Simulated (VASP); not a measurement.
# Ta16F (a cell with a defect) in VASP: single point with PBE

Aim: the single point of Ta16F (a cell with a defect) with PBE.

Program: VASP 6.6.1. These are calculated values, not measurements. Logs are shortened: lines on timing, memory, paths and dates and some standing lists are left out, and cuts for length are marked.

**1. The cell of the first run**

The cell holds a defect, 17 atoms: a = 6.620 Å, b = 6.620 Å, c = 6.620 Å, α = 90.00°, β = 90.00°, γ = 90.00°.

**2. Single point, PBE**

The input, INCAR:

```
PREC = Accurate ; ENCUT = 520
EDIFF = 1E-7 ; ISMEAR = 0
SIGMA = 0.1 ; LREAL = Auto
LASPH = T ; NELM = 60
ALGO = Normal ; ISIF = 2
LWAVE = F ; LCHARG = F
GGA = PE ; NBANDS = 106
```

The input, KPOINTS:

```
Automatic mesh
0
Gamma
  3 3 3
```

The input, POSCAR:

```
Ta16F
1.0
    6.6200000000      0.0000000000      0.0000000000
    0.0000000000      6.6200000000      0.0000000000
    0.0000000000      0.0000000000      6.6200000000
Ta F
16 1
Direct
    0.0081023607      0.0002061437     -0.0013972522
    0.4915625554      0.0002292203     -0.0014501360
    0.0059300183      0.5002327879      0.0005724288
    0.0083078206      0.0001229930      0.5154088004
    0.2498152655      0.2481339630      0.2569036292
    0.4936995601      0.5002433654      0.0005836222
    0.4914093356      0.0002327904      0.5153941037
    0.7498105267      0.3009945798      0.2573180751
    0.0064735676      0.5001796256      0.5133982246
    0.2498502451      0.7521492336      0.2568506962
    0.2498455080      0.2464999831      0.7568496595
    0.4931779144      0.5002665895      0.5133618270
    0.7498580456      0.7006280457      0.2573107846
    0.7498483523      0.2482409781      0.7566749938
    0.2498410018      0.7536861931      0.7567964601
    0.7498338355      0.7521248442      0.7566679183
    0.7497218769      0.0008628636      0.2537058647
```

Potentials or basis: VASP PAW PBE potentials, release 64 (Ta_pv, F).

Command:

```console
$ cat potpaw_PBE.64/Ta_pv/POTCAR potpaw_PBE.64/F/POTCAR > POTCAR
$ mpirun -np 1 vasp_std > vasp.out
```

OUTCAR:

```text
PREC = Accurate
   ENCUT = 520
   EDIFF = 1E-7
   ISMEAR = 0
   LREAL = Auto
   LASPH = T
   NELM = 60
   ISIF = 2
   GGA = PE

 ion  position               nearest neighbor table
   1  0.008  0.000  0.999-  17 2.40  11 2.79  15 2.79   5 2.86  10 2.86  14 2.86  16 2.86  13 3.13
                             8 3.13   4 3.20   2 3.20   3 3.31   3 3.31   2 3.42   4 3.42
   2  0.492  0.000  0.999-  17 2.40  11 2.79  15 2.79   5 2.86  10 2.86  14 2.86  16 2.86  13 3.13
                             8 3.13   7 3.20   1 3.20   6 3.31   6 3.31   1 3.42   7 3.42
   3  0.006  0.500  0.001-   8 2.74  13 2.74  15 2.83  11 2.83  16 2.87  14 2.87  10 2.88   5 2.88
                             9 3.23   6 3.23   1 3.31   1 3.31   6 3.39   9 3.39
   4  0.008  0.000  0.515-  17 2.44  11 2.79  15 2.79  16 2.86  14 2.86   5 2.86  10 2.86  13 3.13
                             8 3.13   7 3.20   1 3.20   9 3.31   9 3.31   1 3.42   7 3.42
   5  0.250  0.248  0.257-   1 2.86   7 2.86   2 2.86   4 2.86   9 2.87  12 2.87   6 2.88   3 2.88
                            10 3.28  11 3.31  11 3.31   8 3.33   8 3.33  10 3.34
   6  0.494  0.500  0.001-   8 2.74  13 2.74  15 2.83  11 2.83  16 2.87  10 2.87  14 2.88   5 2.88
                            12 3.23   3 3.23   2 3.31   2 3.31   3 3.39  12 3.39
   7  0.491  0.000  0.515-  17 2.43  11 2.79  15 2.79  14 2.86  16 2.86   5 2.86  10 2.86  13 3.13
                             8 3.13   4 3.20   2 3.20  12 3.31  12 3.31   2 3.42   4 3.42
   8  0.750  0.301  0.257-  17 1.99  13 2.65   9 2.74  12 2.74   6 2.74   3 2.74   7 3.13   4 3.13
                             2 3.13   1 3.13  14 3.32   5 3.33   5 3.33  14 3.33
   9  0.006  0.500  0.513-   8 2.74  13 2.74  15 2.83  11 2.83  14 2.87  16 2.87   5 2.87  10 2.87
                            12 3.22   3 3.23   4 3.31   4 3.31   3 3.39  12 3.40
  10  0.250  0.752  0.257-   1 2.86   4 2.86   2 2.86   7 2.86  12 2.87   9 2.87   6 2.87   3 2.88
                             5 3.28  15 3.31  15 3.31  13 3.33  13 3.33   5 3.34
  11  0.250  0.246  0.757-   7 2.79   4 2.79   2 2.79   1 2.79   9 2.83  12 2.83   6 2.83   3 2.83
                            15 3.26   5 3.31  14 3.31  14 3.31   5 3.31  15 3.36
  12  0.493  0.500  0.513-   8 2.74  13 2.74  15 2.83  11 2.83  10 2.87  16 2.87   5 2.87  14 2.87
                             9 3.22   6 3.23   7 3.31   7 3.31   6 3.39   9 3.40
  13  0.750  0.701  0.257-  17 1.99   8 2.65  12 2.74   9 2.74   3 2.74   6 2.74   4 3.13   7 3.13
                             1 3.13   2 3.13  16 3.32  10 3.33  10 3.33  16 3.33
  14  0.750  0.248  0.757-   7 2.86   4 2.86   2 2.86   1 2.86   9 2.87   3 2.87  12 2.87   6 2.88
                            16 3.28  11 3.31  11 3.31   8 3.32   8 3.33  16 3.34
  15  0.250  0.754  0.757-   4 2.79   7 2.79   2 2.79   1 2.79  12 2.83   9 2.83   6 2.83   3 2.83
                            11 3.26  10 3.31  16 3.31  16 3.31  10 3.31  11 3.36
  16  0.750  0.752  0.757-   4 2.86   7 2.86   2 2.86   1 2.86  12 2.87   9 2.87   3 2.87   6 2.87
                            14 3.28  15 3.31  15 3.31  13 3.32  13 3.33  14 3.34
  17  0.750  0.001  0.254-   8 1.99  13 1.99   2 2.40   1 2.40   7 2.43   4 2.44

  LATTYP: Found a simple cubic cell.
 ALAT       =     6.6200000000

  Lattice vectors:

 A1 = (   6.6200000000,   0.0000000000,   0.0000000000)
 A2 = (   0.0000000000,   6.6200000000,   0.0000000000)
 A3 = (   0.0000000000,   0.0000000000,   6.6200000000)

Analysis of symmetry for initial positions (statically):
=====================================================================
 Subroutine PRICEL returns:
 Original cell was already a primitive cell.

 Routine SETGRP: Setting up the symmetry group for a
 simple cubic supercell.

 Subroutine GETGRP returns: Found  1 space group operations
 (whereof  1 operations were pure point group operations)
 out of a pool of 48 trial point group operations.

The static configuration has the point symmetry C_1 .

Analysis of symmetry for dynamics (positions and initial velocities):
=====================================================================
 Subroutine PRICEL returns:
 Original cell was already a primitive cell.

 Routine SETGRP: Setting up the symmetry group for a
 simple cubic supercell.

 Subroutine GETGRP returns: Found  1 space group operations
 (whereof  1 operations were pure point group operations)
 out of a pool of 48 trial point group operations.

The dynamic configuration has the point symmetry C_1 .

 Subroutine INISYM returns: Found  1 space group operations
 (whereof  1 operations are pure point group operations),
 and found     1 'primitive' translations

----------------------------------------------------------------------------------------

                                     Primitive cell

  volume of cell :     290.1175

  direct lattice vectors                    reciprocal lattice vectors
[... 67 lines left out ...]
 Subroutine IBZKPT returns following result:
 ===========================================

 Found     14 irreducible k-points:

 Following reciprocal coordinates:
            Coordinates               Weight
  0.000000  0.000000  0.000000      1.000000
  0.333333  0.000000  0.000000      2.000000
  0.000000  0.333333  0.000000      2.000000
  0.000000  0.000000  0.333333      2.000000
  0.333333  0.333333  0.000000      2.000000
  0.000000  0.333333  0.333333      2.000000
  0.333333  0.000000  0.333333      2.000000
 -0.333333  0.333333  0.000000      2.000000
 -0.333333  0.000000  0.333333      2.000000
  0.000000 -0.333333  0.333333      2.000000
  0.333333  0.333333  0.333333      2.000000
 -0.333333  0.333333  0.333333      2.000000
 -0.333333 -0.333333  0.333333      2.000000
  0.333333 -0.333333  0.333333      2.000000
   k-points           NKPTS =     14   k-points in BZ     NKDIM =     14   number of bands    NBANDS=    106
   number of dos      NEDOS =    301   number of ions     NIONS =     17
   total plane-waves  NPLWV = 125000
   dimension x,y,z NGX =    50 NGY =   50 NGZ =   50
   dimension x,y,z NGXF=   100 NGYF=  100 NGZF=  100
   ions per type =              16   1
   NGX,Y,Z   is equivalent  to a cutoff of  12.56, 12.56, 12.56 a.u.
   NGXF,Y,Z  is equivalent  to a cutoff of  25.11, 25.11, 25.11 a.u.
 SYSTEM =  unknown system
   PREC   = accura    normal or accurate (medium, high low for compatibility)
   ISTART =      0    job   : 0-new  1-cont  2-samecut
   ICHARG =      2    charge: 1-file 2-atom 10-const
   ISPIN  =      1    spin polarized calculation?
   LNONCOLLINEAR =      F non collinear calculations
   LSORBIT =      F    spin-orbit coupling
   LASPH  =      T    aspherical Exc in radial PAW
   ENCUT  =  520.0 eV  38.22 Ry    6.18 a.u.  12.31 12.31 12.31*2*pi/ulx,y,z
   NELM   =     60;   NELMIN=  2; NELMDL= -5     # of ELM steps
   EDIFF  = 0.1E-06   stopping-criterion for ELM
   LREAL  =      T    real-space projection
   EDIFFG = 0.1E-05   stopping-criterion for IOM
   NSW    =      0    number of steps for IOM
   IBRION =     -1    ionic relax: 0-MD 1-quasi-New 2-CG
   NFREE  =      0    steps in history (QN), initial steepest desc. (CG)
   ISIF   =      2    stress and relaxation
   ISYM   =      2    0-nonsym 1-usesym 2-fastsym
   POTIM  = 0.5000    time-step for ionic-motion
   TEBEG  =    0.0;   TEEND  =   0.0 temperature during run
   PSTRESS=    0.0 pullay stress
   NELECT =     183.0000    total number of electrons
   NUPDOWN=      -1.0000    fix difference up-down
   EMIN   =  10.00;   EMAX   =-10.00  energy-range for DOS
   EFERMI =   0.00;   METHOD = LEGACY
   ISMEAR =     0;   SIGMA  =   0.10  broadening in eV -4-tet -1-fermi 0-gaus
   EFERMI_NEDOS =   21; number of points for ismear=-14 and -15
   IALGO  =     38    algorithm
   IMIX   =      4    mixing-type and parameters
     AMIX     =   0.40;   BMIX     =  1.00
     AMIX_MAG =   1.60;   BMIX_MAG =  1.00
  volume/ion in A,a.u.               =      17.07       115.17
  Fermi-wavevector in a.u.,A,eV,Ry     =   1.404000  2.653176 26.820034  1.971217
  Thomas-Fermi vector in A             =   2.526606
   LORBIT       =      0    0 simple, 1 ext, 2 COOP (PROOUT), +10 PAW based schemes
   GGA     = PE    functional components
   LHFCALC =     F    Hartree Fock is set to
   AEXX    =    0.0000 exact exchange contribution
   IVDW    =     0    specifies the selected vdW correction
   LEPSILON=     F    determine dielectric tensor
   LRPA    =     F    only Hartree local field effects (RPA)
 non-spin polarized calculation
 Gauss-broadening in eV      SIGMA  =   0.10
  energy-cutoff  :      520.00
  volume of cell :      290.12
 maximum number of plane-waves:      7820
 NGX is ok and might be reduce to    50
   NGX = 25   NGY = 25   NGZ = 25

 number of electron     182.9999975 magnetization

 Free energy of the ion-electron system (eV)
  ---------------------------------------------------
  ext. energy  EPLUGINS =         0.00000000
  ---------------------------------------------------
  free energy    TOTEN  =      -191.50346058 eV

  energy without entropy =     -191.42979807  energy(sigma->0) =     -191.46662932

 E-fermi :   5.7762     XC(G=0): -12.6848

 val. band max:        5.7317465558   @ k =   0.3333   0.0000   0.3333
 cond. band min:       5.7860392569   @ k =   0.3333   0.3333   0.0000
 fundamental gap:      0.0542927011
 Fermi energy:         5.7761969454

 k-point     1 :       0.0000    0.0000    0.0000
  band No.  band energies     occupation
      1     -29.3356      2.00000
      2     -28.6449      2.00000
      3     -28.6448      2.00000
      4     -28.5338      2.00000
      5     -28.5338      2.00000
      6     -28.5257      2.00000
[... 1473 lines left out ...]
    102       8.4069      0.00000
    103       8.4294      0.00000
 [bands above 103 left out]

------------------------ aborting loop because EDIFF is reached ----------------------------------------

  FORCE on cell =-STRESS in cart. coord.  units (eV):
  Direction    XX          YY          ZZ          XY          YZ          ZX
  --------------------------------------------------------------------------------------
  -------------------------------------------------------------------------------------
  Total       13.8114516     29.8670822     13.8284245     -0.0036510     -0.0019754      0.0012236
  in kB       76.2738974    164.9412991     76.3676309     -0.0201627     -0.0109091      0.0067576
  external PRESSURE =     105.8609425 kB  Pullay stress =       0.0000000 kB

 VOLUME and BASIS-vectors are now :
 -----------------------------------------------------------------------------
  energy-cutoff  :      520.00
  volume of cell :      290.12
      direct lattice vectors                 reciprocal lattice vectors
     6.620000000  0.000000000  0.000000000     0.151057402  0.000000000  0.000000000
     0.000000000  6.620000000  0.000000000     0.000000000  0.151057402  0.000000000
     0.000000000  0.000000000  6.620000000     0.000000000  0.000000000  0.151057402

 POSITION                                       TOTAL-FORCE (eV/Angst)
 -----------------------------------------------------------------------------------
      0.05364      0.00136      6.61075         0.012820     -0.000362     -0.013798
      3.25414      0.00152      6.61040        -0.011971      0.000121     -0.009923
      0.03926      3.31154      0.00379         0.021855     -0.000131     -0.011337
      0.05500      0.00081      3.41201         0.011608      0.006775      0.004902
      1.65378      1.64265      1.70070        -0.000198      0.023111      0.000008
      3.26829      3.31161      0.00386        -0.018612      0.001514     -0.012519
[... 9 lines left out ...]
      4.96390      4.97907      5.00914         0.000589      0.002798      0.005865
      4.96316      0.00571      1.67953         0.000894     -0.014153      0.002976
 -----------------------------------------------------------------------------------
    total drift:                               -0.002084     -0.004392      0.007282

  FREE ENERGIE OF THE ION-ELECTRON SYSTEM (eV)
  ---------------------------------------------------
  free  energy   TOTEN  =      -191.5034605759 eV

  energy  without entropy=     -191.4297980728  energy(sigma->0) =     -191.46662932
```

It took 12 min on 1 thread of Intel Xeon 6975P-C (Granite Rapids), shared host; peak memory 0.5 GiB.

Results:

```yaml
Free_energy: -191.5035 eV
Pressure: 10.6 GPa
Largest_force: 0.092 eV/Å
```

Forces on the atoms (eV/Å):
```
Ta   0.013  0.000 -0.014
Ta  -0.012  0.000 -0.010
Ta   0.022  0.000 -0.011
Ta   0.012  0.007  0.005
Ta   0.000  0.023  0.000
Ta  -0.019  0.002 -0.013
Ta  -0.014 -0.001  0.004
Ta   0.002  0.038  0.008
Ta  -0.006  0.003 -0.004
Ta  -0.002  0.002  0.004
Ta  -0.003  0.001  0.003
Ta   0.008 -0.002 -0.002
Ta   0.000 -0.092  0.007
Ta  -0.002  0.018  0.005
Ta   0.000  0.013  0.009
Ta   0.001  0.003  0.006
F    0.001 -0.014  0.003
```

Stress tensor (GPa, compression positive):
```
 7.63  0.00  0.00
 0.00 16.49  0.00
 0.00  0.00  7.64
```

Levels at points of the mesh, in eV from the Fermi level:
```csv
k point,band 87,band 88,band 89,band 90,band 91,band 92,band 93,band 94,band 95,band 96
"(0.00, 0.00, 0.00)",0.44,0.44,0.73,0.73,0.96,0.96,1.02,1.07,1.16,1.22
```

Caveat: spin-orbit coupling is left out, which moves the levels of the heavy elements; an odd number of electrons without spin polarisation forces a metal; a magnetic or distorted state may lie lower.
